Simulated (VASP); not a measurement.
# GaN (F-43m) in VASP: a series of runs

GaN is run at these levels: PBEsol, PBE; tasks: vibrations by perturbation theory, dielectric tensor.

Program: VASP 6.6.1. These are calculated values, not measurements. Logs are shortened: lines on timing, memory, paths and dates and some standing lists are left out, and cuts for length are marked.

## 1. The cell of the first run

It takes space group F-43m (No. 216, cubic). Conventional cell: a = 4.498 Å, b = 4.498 Å, c = 4.498 Å, α = 90.00°, β = 90.00°, γ = 90.00°. Within 2.6 Å of Ga (site symmetry -43m) lie 4 N at 1.95 Å. Within 2.6 Å of N (site symmetry -43m) lie 4 Ga at 1.95 Å.

## 2. Vibrations by perturbation theory, PBEsol

INCAR reads:

```
SYSTEM = GaN
ALGO = Normal
EDIFF = 1E-8
ENCUT = 520
GGA = PS
IBRION = 8
ISIF = 2
ISMEAR = 0
LASPH = .True.
LCHARG = .True.
LEPSILON = .True.
LREAL = .False.
LWAVE = .False.
NELM = 80
NSW = 1
PREC = Accurate
SIGMA = 0.01
```

KPOINTS reads:

```
k-points
0
Gamma
  8 8 8
  0 0 0
```

POSCAR reads:

```
GaN
1.0
    0.0000000000      2.2490116777      2.2490116777
    2.2490116777      0.0000000000      2.2490116777
    2.2490116777      2.2490116777      0.0000000000
Ga N
1 1
Direct
    0.0000000000      0.0000000000      0.0000000000
    0.7500000000      0.7500000000      0.7500000000
```

Potentials or basis: VASP PAW PBE potentials, release 64 (Ga_d, N).

On the command line:

```sh
$ cat potpaw_PBE.64/Ga_d/POTCAR potpaw_PBE.64/N/POTCAR > POTCAR
$ mpirun -np 1 vasp_std > vasp.out
```

OUTCAR:

```text
SYSTEM = GaN
   EDIFF = 1E-8
   ENCUT = 520
   GGA = PS
   IBRION = 8
   ISIF = 2
   ISMEAR = 0
   LASPH = .True.
   LEPSILON = .True.
   LREAL = .False.
   NELM = 80
   NSW = 1
   PREC = Accurate

 ion  position               nearest neighbor table
   1  0.000  0.000  0.000-   2 1.95   2 1.95   2 1.95   2 1.95
   2  0.750  0.750  0.750-   1 1.95   1 1.95   1 1.95   1 1.95

  LATTYP: Found a face centered cubic cell.
 ALAT       =     4.4980233554

  Lattice vectors:

 A1 = (   0.0000000000,   2.2490116777,   2.2490116777)
 A2 = (   2.2490116777,   0.0000000000,   2.2490116777)
 A3 = (   2.2490116777,   2.2490116777,   0.0000000000)

Analysis of symmetry for initial positions (statically):
=====================================================================
 Subroutine PRICEL returns:
 Original cell was already a primitive cell.

 Routine SETGRP: Setting up the symmetry group for a
 face centered cubic supercell.

 Subroutine GETGRP returns: Found 24 space group operations
 (whereof 24 operations were pure point group operations)
 out of a pool of 48 trial point group operations.

The static configuration has the point symmetry T_d .

Analysis of symmetry for dynamics (positions and initial velocities):
=====================================================================
 Subroutine PRICEL returns:
 Original cell was already a primitive cell.

 Routine SETGRP: Setting up the symmetry group for a
 face centered cubic supercell.

 Subroutine GETGRP returns: Found 24 space group operations
 (whereof 24 operations were pure point group operations)
 out of a pool of 48 trial point group operations.

The dynamic configuration has the point symmetry T_d .

 Subroutine INISYM returns: Found 24 space group operations
 (whereof 24 operations are pure point group operations),
 and found     1 'primitive' translations

----------------------------------------------------------------------------------------

                                     Primitive cell

  volume of cell :      22.7512

  direct lattice vectors                    reciprocal lattice vectors
     0.000000000  2.249011678  2.249011678    -0.222319877  0.222319877  0.222319877
     2.249011678  0.000000000  2.249011678     0.222319877 -0.222319877  0.222319877
     2.249011678  2.249011678  0.000000000     0.222319877  0.222319877 -0.222319877

  length of vectors
     3.180582817  3.180582817  3.180582817     0.385069323  0.385069323  0.385069323

  position of ions in fractional coordinates (direct lattice)
     0.000000000  0.000000000  0.000000000
     0.750000000  0.750000000  0.750000000

  ion indices of the primitive-cell ions
   primitive index   ion index
                 1           1
                 2           2

----------------------------------------------------------------------------------------

 KPOINTS: k-points

Automatic generation of k-mesh.
 Grid dimensions read from file:
 generate k-points for:    8    8    8

 Generating k-lattice:

  Cartesian coordinates                     Fractional coordinates (reciprocal lattice)
[... 533 lines left out ...]
  ---------------------------------------------------
  ---------------------------------------------------
  free energy    TOTEN  =        -0.35041176 eV

  energy without entropy =       -0.35041176

------------------------ aborting loop because EDIFF is reached ----------------------------------------

--------------------------------------- Ionic step        2  -------------------------------------------

------------------------ aborting loop because EDIFF is reached ----------------------------------------

--------------------------------------- Ionic step        3  -------------------------------------------

------------------------ aborting loop because EDIFF is reached ----------------------------------------

 PIEZOELECTRIC TENSOR FIELD DIRECTION 3  (e Angst)
 -----------------------------------------------------------------------------
    -0.00147  1.44403  0.00000           ( -0.00000  0.10037  0.00000)
     1.44403 -0.00147  0.00000           (  0.10037 -0.00000  0.00000)
     0.00000  0.00000  0.00193           (  0.00000  0.00000 -0.00000)

 PIEZOELECTRIC TENSOR FIELD DIRECTION 3  (C/m^2)
 -----------------------------------------------------------------------------
    -0.00103  1.01691  0.00000
     1.01691 -0.00103  0.00000
     0.00000  0.00000  0.00136

--------------------------------------- Ionic step        4  -------------------------------------------

------------------------ aborting loop because EDIFF is reached ----------------------------------------

[... ionic steps 5 to 6 ...]

--------------------------------------- Ionic step        7  -------------------------------------------

 Free energy of the ion-electron system (eV)
  ---------------------------------------------------
  ---------------------------------------------------
  free energy    TOTEN  =        -0.23179822 eV

  energy without entropy =       -0.23179822

------------------------ aborting loop because EDIFF is reached ----------------------------------------

 INTERNAL STRAIN TENSOR  FOR ION    2  DIRECTION 1   (eV/Angst):
 -----------------------------------------------------------------------------
     0.00174  0.00000  0.00000
     0.00000 -0.00519  8.15217
     0.00000  8.15217 -0.00519

 MACROSCOPIC STATIC DIELECTRIC TENSOR (including local field effects in DFT)
 ------------------------------------------------------
           6.227685    -0.000000    -0.000000
          -0.000000     6.227685    -0.000000
           0.000000     0.000000     6.227685
 ------------------------------------------------------

 PIEZOELECTRIC TENSOR (including local field effects)  for field in x, y, z        (e  Angst)
          XX          YY          ZZ          XY          YZ          ZX
  --------------------------------------------------------------------------------
  x    -0.00000    -0.00000    -0.00000     0.00000     1.44586     0.00000
  y    -0.00000    -0.00000    -0.00000     0.00000     0.00000     1.44586
  z     0.00000     0.00000    -0.00000     1.44586     0.00000     0.00000

 PIEZOELECTRIC TENSOR (including local field effects)  for field in x, y, z        (C/m^2)
          XX          YY          ZZ          XY          YZ          ZX
  --------------------------------------------------------------------------------
  x    -0.00000    -0.00000    -0.00000     0.00000     1.01820     0.00000
  y    -0.00000    -0.00000    -0.00000     0.00000     0.00000     1.01820
  z     0.00000     0.00000    -0.00000     1.01820     0.00000     0.00000

 BORN EFFECTIVE CHARGES (including local field effects) (in |e|, cummulative output)
 ---------------------------------------------------------------------------------
 ion    1
    1     2.65928     0.00000     0.00000
    2     0.00000     2.65928     0.00000
    3    -0.00000    -0.00000     2.65928
 ion    2
    1    -2.65928     0.00000    -0.00000
    2     0.00000    -2.65928     0.00000
    3     0.00000     0.00000    -2.65928

 INTERNAL STRAIN TENSOR FOR ION    2 for displacements in x,y,z  (eV/Angst):
          X           Y           Z          XY          YZ          ZX
  --------------------------------------------------------------------------------
  x     0.00000    -0.00000    -0.00000     0.00000     8.15217     0.00000
  y     0.00000     0.00000     0.00000     0.00000     0.00000     8.15217
  z    -0.00000    -0.00000     0.00000     8.15217     0.00000     0.00000

 SECOND DERIVATIVES (NOT SYMMETRIZED)
 ------------------------------------
               1X          1Y          1Z          2X          2Y          2Z
  1X   -12.217203    0.000000    0.000000   12.217203    0.000000    0.000000
  1Y     0.000000  -12.217203    0.000000    0.000000   12.217203    0.000000
  1Z     0.000000    0.000000  -12.217203    0.000000    0.000000   12.217203
  2X    12.189065    0.000000    0.000000  -12.189065    0.000000    0.000000
  2Y     0.000000   12.189065    0.000000    0.000000  -12.189065    0.000000
  2Z     0.000000    0.000000   12.189065    0.000000    0.000000  -12.189065

 Eigenvectors and eigenvalues of the dynamical matrix
 ----------------------------------------------------

   1 f  =   15.987376 THz   100.451648 2PiTHz  533.281473 cm-1    66.118446 meV
             X         Y         Z           dx          dy          dz
      0.000000  0.000000  0.000000     0.000000    0.409328    0.000000
      3.373518  3.373518  3.373518     0.000000   -0.912387    0.000000
[... 21 lines left out ...]
   6 f/i=    0.006884 THz     0.043251 2PiTHz    0.229610 cm-1     0.028468 meV
             X         Y         Z           dx          dy          dz
      0.000000  0.000000  0.000000     0.000000    0.000000    0.912387
      3.373518  3.373518  3.373518     0.000000    0.000000    0.409328

--------------------------------------------------------------------------------------------------------

 MACROSCOPIC STATIC DIELECTRIC TENSOR IONIC CONTRIBUTION
 ------------------------------------------------------
           4.609109     0.000000     0.000000
           0.000000     4.609109    -0.000000
           0.000000    -0.000000     4.609109
 ------------------------------------------------------

 ELASTIC MODULI CONTR FROM IONIC RELAXATION (kBar)
 Direction    XX          YY          ZZ          XY          YZ          ZX
 --------------------------------------------------------------------------------
 XX          -0.0000     -0.0000     -0.0000      0.0000      0.0000     -0.0000
 YY          -0.0000     -0.0000     -0.0000      0.0000      0.0000      0.0000
 ZZ          -0.0000     -0.0000     -0.0000      0.0000      0.0000     -0.0000
 XY           0.0000      0.0000      0.0000   -354.7587     -0.0000      0.0000
 YZ           0.0000      0.0000      0.0000     -0.0000   -354.7587     -0.0000
 ZX          -0.0000      0.0000     -0.0000      0.0000     -0.0000   -354.7587
 --------------------------------------------------------------------------------

 PIEZOELECTRIC TENSOR IONIC CONTR  for field in x, y, z        (C/m^2)
          XX          YY          ZZ          XY          YZ          ZX
  --------------------------------------------------------------------------------
  x     0.00000     0.00000     0.00000    -0.00000    -1.20323    -0.00000
  y    -0.00000     0.00000    -0.00000     0.00000    -0.00000    -1.20323
  z     0.00000     0.00000     0.00000    -1.20323    -0.00000     0.00000
```

Wall time 98 s (1 thread of Intel Xeon 6975P-C (Granite Rapids), shared host); peak memory 0.2 GiB.

Results:

```
Electronic dielectric tensor (diagonal)                 : 6.23
Born charges (mean of the diagonal)                     : Ga +2.66; N -2.66 e
Highest phonon frequency at Γ, LO-TO splitting left out : 533 cm⁻¹
```

Phonon frequencies in cm⁻¹ (negative: imaginary):
| q point | frequencies |
| --- | --- |
| (0.000, 0.000, 0.000) | 0 0 0 533 533 533 |

Electronic dielectric tensor:
```
6.23 0.00 0.00
0.00 6.23 0.00
0.00 0.00 6.23
```

Born effective charge tensors (e):
atom 1, Ga
```
2.66 0.00 0.00
0.00 2.66 0.00
0.00 0.00 2.66
```
atom 2, N
```
-2.66  0.00  0.00
 0.00 -2.66  0.00
 0.00  0.00 -2.66
```

## 3. Dielectric tensor, PBE

INCAR reads:

```
SYSTEM = GaN
PREC     = Accurate       ! precision mode
ENCUT    = 520            ! plane-wave cutoff, eV
EDIFF    = 1E-8           ! SCF threshold, eV
ISMEAR   = 0              ! smearing method
SIGMA    = 0.01           ! smearing width, eV
LREAL    = .False.        ! projectors in reciprocal space
LASPH    = .True.         ! aspherical terms in the spheres
NELM     = 60             ! most SCF steps
ALGO     = Normal         ! electronic algorithm
ISIF     = 2              ! what is computed and relaxed
LWAVE    = .False.        ! write WAVECAR
LCHARG   = .False.        ! write CHGCAR
GGA      = PE             ! functional
LEPSILON = .True.         ! dielectric tensor by DFPT
```

KPOINTS reads:

```
Automatic mesh
0
Gamma
  8 8 8
  0 0 0
```

POSCAR reads:

```
GaN
1.0
    0.0000000000      2.2489526313      2.2489526313
    2.2489526313      0.0000000000      2.2489526313
    2.2489526313      2.2489526313      0.0000000000
Ga N
1 1
Direct
    0.0000000000      0.0000000000      0.0000000000
    0.7500000000      0.7500000000      0.7500000000
```

Potentials or basis: VASP PAW PBE potentials, release 64 (Ga_d, N).

On the command line:

```sh
$ cat potpaw_PBE.64/Ga_d/POTCAR potpaw_PBE.64/N/POTCAR > POTCAR
$ mpirun -np 1 vasp_std > vasp.out
```

OUTCAR:

```text
SYSTEM = GaN
   PREC = Accurate
   ENCUT = 520
   EDIFF = 1E-8
   ISMEAR = 0
   LREAL = .False.
   LASPH = .True.
   NELM = 60
   ISIF = 2
   GGA = PE
   LEPSILON = .True.

 ion  position               nearest neighbor table
   1  0.000  0.000  0.000-   2 1.95   2 1.95   2 1.95   2 1.95
   2  0.750  0.750  0.750-   1 1.95   1 1.95   1 1.95   1 1.95

  LATTYP: Found a face centered cubic cell.
 ALAT       =     4.4979052626

  Lattice vectors:

 A1 = (   0.0000000000,   2.2489526313,   2.2489526313)
 A2 = (   2.2489526313,   0.0000000000,   2.2489526313)
 A3 = (   2.2489526313,   2.2489526313,   0.0000000000)

Analysis of symmetry for initial positions (statically):
=====================================================================
 Subroutine PRICEL returns:
 Original cell was already a primitive cell.

 Routine SETGRP: Setting up the symmetry group for a
 face centered cubic supercell.

 Subroutine GETGRP returns: Found 24 space group operations
 (whereof 24 operations were pure point group operations)
 out of a pool of 48 trial point group operations.

The static configuration has the point symmetry T_d .

Analysis of symmetry for dynamics (positions and initial velocities):
=====================================================================
 Subroutine PRICEL returns:
 Original cell was already a primitive cell.

 Routine SETGRP: Setting up the symmetry group for a
 face centered cubic supercell.

 Subroutine GETGRP returns: Found 24 space group operations
 (whereof 24 operations were pure point group operations)
[... 563 lines left out ...]
  free  energy   TOTEN  =       -12.1378209998 eV

  energy  without entropy=      -12.1378209998  energy(sigma->0) =      -12.13782100

 HEAD OF MICROSCOPIC STATIC DIELECTRIC TENSOR (INDEPENDENT PARTICLE, excluding Hartree and local field effects)
 ------------------------------------------------------
           6.264756     0.000000    -0.000000
           0.000000     6.264756     0.000000
           0.000000     0.000000     6.264756
 ------------------------------------------------------

 Free energy of the ion-electron system (eV)
  ---------------------------------------------------
  ---------------------------------------------------
  free energy    TOTEN  =        -0.34847583 eV

  energy without entropy =       -0.34847583

------------------------ aborting loop because EDIFF is reached ----------------------------------------

--------------------------------------- Ionic step        2  -------------------------------------------

------------------------ aborting loop because EDIFF is reached ----------------------------------------

--------------------------------------- Ionic step        3  -------------------------------------------

 Free energy of the ion-electron system (eV)
  ---------------------------------------------------
  ---------------------------------------------------
  free energy    TOTEN  =        -0.34847591 eV

  energy without entropy =       -0.34847591

------------------------ aborting loop because EDIFF is reached ----------------------------------------

 PIEZOELECTRIC TENSOR FIELD DIRECTION 3  (e Angst)
 -----------------------------------------------------------------------------
    -0.00054  1.45999  0.00000           ( -0.00000  0.10089  0.00000)
     1.45999 -0.00054  0.00000           (  0.10089 -0.00000  0.00000)
     0.00000  0.00000  0.00013           (  0.00000  0.00000 -0.00000)

 PIEZOELECTRIC TENSOR FIELD DIRECTION 3  (C/m^2)
 -----------------------------------------------------------------------------
    -0.00038  1.02823  0.00000
     1.02823 -0.00038  0.00000
     0.00000  0.00000  0.00009

 MACROSCOPIC STATIC DIELECTRIC TENSOR (including local field effects in DFT)
 ------------------------------------------------------
           6.135398     0.000000    -0.000000
          -0.000000     6.135398     0.000000
           0.000000    -0.000000     6.135398
 ------------------------------------------------------

 PIEZOELECTRIC TENSOR (including local field effects)  for field in x, y, z        (e  Angst)
          XX          YY          ZZ          XY          YZ          ZX
  --------------------------------------------------------------------------------
  x     0.00000    -0.00000     0.00000     0.00000     1.46144     0.00000
  y     0.00000     0.00000    -0.00000     0.00000     0.00000     1.46144
  z     0.00000     0.00000     0.00000     1.46144     0.00000     0.00000

 PIEZOELECTRIC TENSOR (including local field effects)  for field in x, y, z        (C/m^2)
          XX          YY          ZZ          XY          YZ          ZX
  --------------------------------------------------------------------------------
  x     0.00000    -0.00000     0.00000     0.00000     1.02925     0.00000
  y     0.00000     0.00000    -0.00000     0.00000     0.00000     1.02925
  z     0.00000     0.00000     0.00000     1.02925     0.00000     0.00000

 BORN EFFECTIVE CHARGES (including local field effects) (in |e|, cummulative output)
 ---------------------------------------------------------------------------------
 ion    1
    1     2.67174     0.00000     0.00000
    2     0.00000     2.67174     0.00000
    3     0.00000     0.00000     2.67174
 ion    2
    1    -2.67174     0.00000     0.00000
    2     0.00000    -2.67174     0.00000
    3    -0.00000    -0.00000    -2.67174
```

Run time: 57 s. Hardware: 1 thread of Intel Xeon 6975P-C (Granite Rapids), shared host; peak memory 0.2 GiB.

What came out:

```yaml
Band_gap_on_the_k_mesh: 1.76 eV, direct
Electronic_dielectric_tensor_diagonal: 6.14
Born_charges_mean_of_the_diagonal: Ga +2.67; N -2.67 e
```

Levels at points of the mesh, in eV from the valence-band top:
```tsv
k point	band 5	band 6	band 7	band 8	band 9	band 10	band 11	band 12	band 13
(0.00, 0.00, 0.00)	-13.12	-13.12	0.00	0.00	0.00	1.76	10.34	10.34	10.34
(0.50, 0.00, 0.00)	-13.07	-11.88	-7.08	-0.98	-0.98	4.68	8.76	10.40	10.40
(0.50, 0.50, 0.00)	-13.04	-11.45	-6.15	-2.72	-2.72	3.35	6.70	11.75	14.03
```

Electronic dielectric tensor:
```
6.14 0.00 0.00
0.00 6.14 0.00
0.00 0.00 6.14
```

Born effective charge tensors (e):
atom 1, Ga
```
2.67 0.00 0.00
0.00 2.67 0.00
0.00 0.00 2.67
```
atom 2, N
```
-2.67  0.00  0.00
 0.00 -2.67  0.00
 0.00  0.00 -2.67
```

PBE gaps usually lie below the measured ones, often by a third to a half.
